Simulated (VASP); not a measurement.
# AlCr2C (P6_3/mmc) in VASP: further runs

The runs below take AlCr2C through single point, relaxation of cell and atoms, with PBEsol.

Everything below comes from runs of VASP 6.6.1. Logs are shortened: lines on timing, memory, paths and dates and some standing lists are left out, and cuts for length are marked.

## 1. The cell of the first run

Symmetry: P6_3/mmc, No. 194, hexagonal system. Conventional cell: a = 2.813 Å, b = 2.813 Å, c = 12.593 Å, α = 90.00°, β = 90.00°, γ = 120.00°. Al (site symmetry -6m2) has 6 Cr at 2.64 Å and 6 Al at 2.81 Å within 3.5 Å. Cr (site symmetry 3m) has 3 C at 1.94 Å within 2.6 Å. C (site symmetry -3m) has 6 Cr at 1.94 Å within 2.6 Å.

## 2. Single point, PBEsol

INCAR reads:

```
SYSTEM = AlCr2C
PREC     = Accurate       ! precision mode
ENCUT    = 520            ! plane-wave cutoff, eV
EDIFF    = 1E-6           ! SCF threshold, eV
ISMEAR   = 0              ! smearing method
SIGMA    = 0.1            ! smearing width, eV
LREAL    = .FALSE.        ! projectors in reciprocal space
LASPH    = .TRUE.         ! aspherical terms in the spheres
NELM     = 100            ! most SCF steps
ALGO     = Normal         ! electronic algorithm
ISIF     = 2              ! what is computed and relaxed
LWAVE    = .FALSE.        ! write WAVECAR
LCHARG   = .FALSE.        ! write CHGCAR
GGA      = PS             ! functional
NBANDS   = 41             ! bands
```

KPOINTS reads:

```
regular mesh
0
G
  15 15 4
  0 0 0
```

POSCAR reads:

```
AlCr2C
1.0
    2.8130296093      0.0000000000      0.0000000000
   -1.4065148046      2.4361551032      0.0000000000
    0.0000000000      0.0000000000     12.5925502302
Al Cr C
2 4 2
Direct
    0.6666666667      0.3333333333      0.2500000000
    0.3333333333      0.6666666667      0.7500000000
    0.3333333333      0.6666666667      0.4157018943
    0.6666666667      0.3333333333      0.9157018943
    0.6666666667      0.3333333333      0.5842981057
    0.3333333333      0.6666666667      0.0842981057
    0.0000000000      0.0000000000      0.5000000000
    0.0000000000      0.0000000000      0.0000000000
```

Potentials or basis: VASP PAW PBE potentials, release 64 (Al, Cr_pv, C).

The run is started by

```
$ cat potpaw_PBE.64/Al/POTCAR potpaw_PBE.64/Cr_pv/POTCAR potpaw_PBE.64/C/POTCAR > POTCAR
$ mpirun -np 1 vasp_std > vasp.out
```

OUTCAR:

```text
SYSTEM = AlCr2C
   PREC = Accurate
   ENCUT = 520
   EDIFF = 1E-6
   ISMEAR = 0
   LREAL = .FALSE.
   LASPH = .TRUE.
   NELM = 100
   ISIF = 2
   GGA = PS

 ion  position               nearest neighbor table
   1  0.667  0.333  0.250-   3 2.64   6 2.64   3 2.64   6 2.64   3 2.64   6 2.64
   2  0.333  0.667  0.750-   4 2.64   5 2.64   4 2.64   5 2.64   4 2.64   5 2.64
   3  0.333  0.667  0.416-   7 1.94   7 1.94   7 1.94   1 2.64   1 2.64   1 2.64   5 2.67   5 2.67
                             5 2.67
   4  0.667  0.333  0.916-   8 1.94   8 1.94   8 1.94   2 2.64   2 2.64   2 2.64   6 2.67   6 2.67
                             6 2.67
   5  0.667  0.333  0.584-   7 1.94   7 1.94   7 1.94   2 2.64   2 2.64   2 2.64   3 2.67   3 2.67
                             3 2.67
   6  0.333  0.667  0.084-   8 1.94   8 1.94   8 1.94   1 2.64   1 2.64   1 2.64   4 2.67   4 2.67
                             4 2.67
   7  0.000  0.000  0.500-   3 1.94   5 1.94   3 1.94   5 1.94   5 1.94   3 1.94
   8  0.000  0.000  0.000-   4 1.94   6 1.94   6 1.94   4 1.94   4 1.94   6 1.94

  LATTYP: Found a hexagonal cell.
 ALAT       =     2.8130296093
 C/A-ratio  =     4.4765082417

  Lattice vectors:

 A1 = (   2.8130296093,   0.0000000000,   0.0000000000)
 A2 = (  -1.4065148046,   2.4361551032,   0.0000000000)
 A3 = (   0.0000000000,   0.0000000000,  12.5925502302)

Analysis of symmetry for initial positions (statically):
=====================================================================
 Subroutine PRICEL returns:
 Original cell was already a primitive cell.

 Routine SETGRP: Setting up the symmetry group for a
 hexagonal supercell.

 Subroutine GETGRP returns: Found 24 space group operations
 (whereof 12 operations were pure point group operations)
 out of a pool of 24 trial point group operations.

The static configuration has the point symmetry D_3d.
 The point group associated with its full space group is D_6h.

Analysis of symmetry for dynamics (positions and initial velocities):
=====================================================================
 Subroutine PRICEL returns:
 Original cell was already a primitive cell.

 Routine SETGRP: Setting up the symmetry group for a
 hexagonal supercell.

 Subroutine GETGRP returns: Found 24 space group operations
 (whereof 12 operations were pure point group operations)
 out of a pool of 24 trial point group operations.

The dynamic configuration has the point symmetry D_3d.
 The point group associated with its full space group is D_6h.

 Subroutine INISYM returns: Found 24 space group operations
 (whereof 12 operations are pure point group operations),
 and found     1 'primitive' translations

----------------------------------------------------------------------------------------

                                     Primitive cell

  volume of cell :      86.2965

  direct lattice vectors                    reciprocal lattice vectors
     2.813029609  0.000000000  0.000000000     0.355488615  0.205241448  0.000000000
    -1.406514805  2.436155103  0.000000000     0.000000000  0.410482895  0.000000000
     0.000000000  0.000000000 12.592550230     0.000000000  0.000000000  0.079412032

  length of vectors
     2.813029609  2.813029609 12.592550230     0.410482895  0.410482895  0.079412032

  position of ions in fractional coordinates (direct lattice)
     0.666666667  0.333333333  0.250000000
     0.333333333  0.666666667  0.750000000
     0.333333333  0.666666667  0.415701894
     0.666666667  0.333333333  0.915701894
     0.666666667  0.333333333  0.584298106
     0.333333333  0.666666667  0.084298106
     0.000000000  0.000000000  0.500000000
     0.000000000  0.000000000  0.000000000

  ion indices of the primitive-cell ions
   primitive index   ion index
                 1           1
                 2           2
                 3           3
                 4           4
                 5           5
                 6           6
                 7           7
                 8           8

----------------------------------------------------------------------------------------

 KPOINTS: regular mesh

Automatic generation of k-mesh.
 Grid dimensions read from file:
 generate k-points for:   15   15    4

 Generating k-lattice:

  Cartesian coordinates                     Fractional coordinates (reciprocal lattice)
     0.023699241  0.013682763  0.000000000     0.066666667  0.000000000  0.000000000
     0.000000000  0.027365526  0.000000000     0.000000000  0.066666667  0.000000000
     0.000000000  0.000000000  0.019853008     0.000000000  0.000000000  0.250000000

  Length of vectors
     0.027365526  0.027365526  0.019853008

  Shift w.r.t. Gamma in fractional coordinates (k-lattice)
     0.000000000  0.000000000  0.000000000

 Subroutine IBZKPT returns following result:
 ===========================================

 Found     81 irreducible k-points:

 Following reciprocal coordinates:
            Coordinates               Weight
  0.000000  0.000000  0.000000      1.000000
  0.066667  0.000000  0.000000      6.000000
  0.133333  0.000000  0.000000      6.000000
  0.200000  0.000000  0.000000      6.000000
  0.266667  0.000000  0.000000      6.000000
  0.333333  0.000000  0.000000      6.000000
[... 16 lines left out ...]
  0.333333  0.200000  0.000000     12.000000
  0.400000  0.200000  0.000000      6.000000
 [... further k-points ...]
   k-points           NKPTS =     81   k-points in BZ     NKDIM =     81   number of bands    NBANDS=     41
   number of dos      NEDOS =    301   number of ions     NIONS =      8
   total plane-waves  NPLWV =  55296
   dimension x,y,z NGX =    24 NGY =   24 NGZ =   96
   dimension x,y,z NGXF=    48 NGYF=   48 NGZF=  192
   ions per type =               2   4   2
   NGX,Y,Z   is equivalent  to a cutoff of  14.18, 14.18, 12.67 a.u.
   NGXF,Y,Z  is equivalent  to a cutoff of  28.37, 28.37, 25.35 a.u.
 SYSTEM =  AlCr2C
   PREC   = accura    normal or accurate (medium, high low for compatibility)
   ISTART =      0    job   : 0-new  1-cont  2-samecut
   ICHARG =      2    charge: 1-file 2-atom 10-const
   ISPIN  =      1    spin polarized calculation?
   LNONCOLLINEAR =      F non collinear calculations
   LSORBIT =      F    spin-orbit coupling
   LASPH  =      T    aspherical Exc in radial PAW
   ENCUT  =  520.0 eV  38.22 Ry    6.18 a.u.   5.23  5.23 23.41*2*pi/ulx,y,z
   NELM   =    100;   NELMIN=  2; NELMDL= -5     # of ELM steps
   EDIFF  = 0.1E-05   stopping-criterion for ELM
   LREAL  =      F    real-space projection
   EDIFFG = 0.1E-04   stopping-criterion for IOM
   NSW    =      0    number of steps for IOM
   IBRION =     -1    ionic relax: 0-MD 1-quasi-New 2-CG
   NFREE  =      0    steps in history (QN), initial steepest desc. (CG)
   ISIF   =      2    stress and relaxation
   ISYM   =      2    0-nonsym 1-usesym 2-fastsym
   POTIM  = 0.5000    time-step for ionic-motion
   TEBEG  =    0.0;   TEEND  =   0.0 temperature during run
   PSTRESS=    0.0 pullay stress
   NELECT =      62.0000    total number of electrons
   NUPDOWN=      -1.0000    fix difference up-down
   EMIN   =  10.00;   EMAX   =-10.00  energy-range for DOS
   EFERMI =   0.00;   METHOD = LEGACY
   ISMEAR =     0;   SIGMA  =   0.10  broadening in eV -4-tet -1-fermi 0-gaus
   EFERMI_NEDOS =   21; number of points for ismear=-14 and -15
   IALGO  =     38    algorithm
   IMIX   =      4    mixing-type and parameters
     AMIX     =   0.40;   BMIX     =  1.00
     AMIX_MAG =   1.60;   BMIX_MAG =  1.00
  volume/ion in A,a.u.               =      10.79        72.79
  Fermi-wavevector in a.u.,A,eV,Ry     =   1.466249  2.770809 29.250980  2.149886
  Thomas-Fermi vector in A             =   2.582009
   LORBIT       =      0    0 simple, 1 ext, 2 COOP (PROOUT), +10 PAW based schemes
   GGA     = PS    functional components
   LHFCALC =     F    Hartree Fock is set to
   AEXX    =    0.0000 exact exchange contribution
   IVDW    =     0    specifies the selected vdW correction
   LEPSILON=     F    determine dielectric tensor
   LRPA    =     F    only Hartree local field effects (RPA)
 non-spin polarized calculation
 Gauss-broadening in eV      SIGMA  =   0.10
  energy-cutoff  :      520.00
  volume of cell :       86.30
 maximum number of plane-waves:      2347
 NGX is ok and might be reduce to    24
   NGX = 11   NGY = 11   NGZ = 47

 number of electron      61.9999992 magnetization

 Free energy of the ion-electron system (eV)
  ---------------------------------------------------
  ext. energy  EPLUGINS =         0.00000000
  ---------------------------------------------------
  free energy    TOTEN  =       -70.27293703 eV

  energy without entropy =      -70.24124967  energy(sigma->0) =      -70.25709335

 E-fermi :  10.1980     XC(G=0): -12.7216

 val. band max:       10.1974508665   @ k =   0.2000   0.0667   0.0000
 cond. band min:      10.1986025249   @ k =   0.4000   0.0667   0.5000
 fundamental gap:      0.0011516584
 Fermi energy:        10.1979703456

 k-point     1 :       0.0000    0.0000    0.0000
  band No.  band energies     occupation
      1     -33.0812      2.00000
      2     -33.0796      2.00000
      3     -32.8341      2.00000
      4     -32.8341      2.00000
      5     -32.8340      2.00000
      6     -32.8340      2.00000
[... 33 lines left out ...]
     40      13.6946      0.00000
     41      15.3382      0.00000

 k-point     2 :       0.0667    0.0000    0.0000
  band No.  band energies     occupation
      1     -33.0781      2.00000
      2     -33.0766      2.00000
      3     -32.8507      2.00000
      4     -32.8506      2.00000
      5     -32.8389      2.00000
      6     -32.8389      2.00000
[... 957 lines left out ...]
     40      12.8849      0.00000
     41      13.3394      0.00000

 k-point    24 :       0.4000    0.2000    0.0000
  band No.  band energies     occupation
      1     -33.1404      2.00000
      2     -33.1401      2.00000
      3     -33.0913      2.00000
      4     -33.0910      2.00000
      5     -33.0040      2.00000
      6     -33.0038      2.00000
[... 33 lines left out ...]
     40      12.8133      0.00000
     41      13.4759      0.00000

 [... further k-points ...]

------------------------ aborting loop because EDIFF is reached ----------------------------------------

  FORCE on cell =-STRESS in cart. coord.  units (eV):
  Direction    XX          YY          ZZ          XY          YZ          ZX
  --------------------------------------------------------------------------------------
  -------------------------------------------------------------------------------------
  Total        0.1029862      0.1029862      0.0272982      0.0000000      0.0000000      0.0000000
  in kB        1.9120388      1.9120388      0.5068181      0.0000000      0.0000000      0.0000000
  external PRESSURE =       1.4436319 kB  Pullay stress =       0.0000000 kB

 VOLUME and BASIS-vectors are now :
 -----------------------------------------------------------------------------
  energy-cutoff  :      520.00
  volume of cell :       86.30
      direct lattice vectors                 reciprocal lattice vectors
     2.813029609  0.000000000  0.000000000     0.355488615  0.205241448  0.000000000
    -1.406514805  2.436155103  0.000000000     0.000000000  0.410482895  0.000000000
     0.000000000  0.000000000 12.592550230     0.000000000  0.000000000  0.079412032

 POSITION                                       TOTAL-FORCE (eV/Angst)
 -----------------------------------------------------------------------------------
      1.40651      0.81205      3.14814         0.000000     -0.000000      0.000000
     -0.00000      1.62410      9.44441        -0.000000     -0.000000     -0.000000
     -0.00000      1.62410      5.23475         0.000000      0.000000     -0.032122
      1.40651      0.81205     11.53102        -0.000000     -0.000000     -0.032122
      1.40651      0.81205      7.35780        -0.000000      0.000000      0.032122
     -0.00000      1.62410      1.06153         0.000000      0.000000      0.032122
      0.00000      0.00000      6.29628         0.000000     -0.000000      0.000000
      0.00000      0.00000      0.00000         0.000000     -0.000000      0.000000
 -----------------------------------------------------------------------------------
    total drift:                               -0.000000      0.000000     -0.000000

  FREE ENERGIE OF THE ION-ELECTRON SYSTEM (eV)
  ---------------------------------------------------
  free  energy   TOTEN  =       -70.2729370316 eV

  energy  without entropy=      -70.2412496710  energy(sigma->0) =      -70.25709335
```

It took 1.9 min on 1 thread of Intel Xeon 6975P-C (Granite Rapids), shared host; peak memory 0.38 GiB.

What came out:

```yaml
Free_energy: -70.2729 eV
Pressure: 0.1 GPa
Largest_force: 0.032 eV/Å
Band_gap_on_the_k_mesh: zero (band 31 reaches 10.59 eV, above the bottom of band 32 at 9.73 eV)
```

Forces on the atoms (eV/Å):
```
Al   0.000  0.000  0.000
Al   0.000  0.000  0.000
Cr   0.000  0.000 -0.032
Cr   0.000  0.000 -0.032
Cr   0.000  0.000  0.032
Cr   0.000  0.000  0.032
C    0.000  0.000  0.000
C    0.000  0.000  0.000
```

Stress tensor (GPa, compression positive):
```
0.19 0.00 0.00
0.00 0.19 0.00
0.00 0.00 0.05
```

Levels at points of the mesh, in eV from the Fermi level:
```
           k point  band 29  band 30  band 31  band 32  band 33  band 34
(0.00, 0.00, 0.00)    -1.11    -1.11    -0.22    -0.22    -0.19    -0.19
(0.00, 0.00, 0.50)    -1.12    -1.12    -0.21    -0.21    -0.21    -0.21
```

Caveat: the PAW data sets were made with another functional, which shifts forces and pressure a little. Spin polarisation is off, so any magnetic state and its effect on volume and gap are missing.

[end of part 1 of 2]
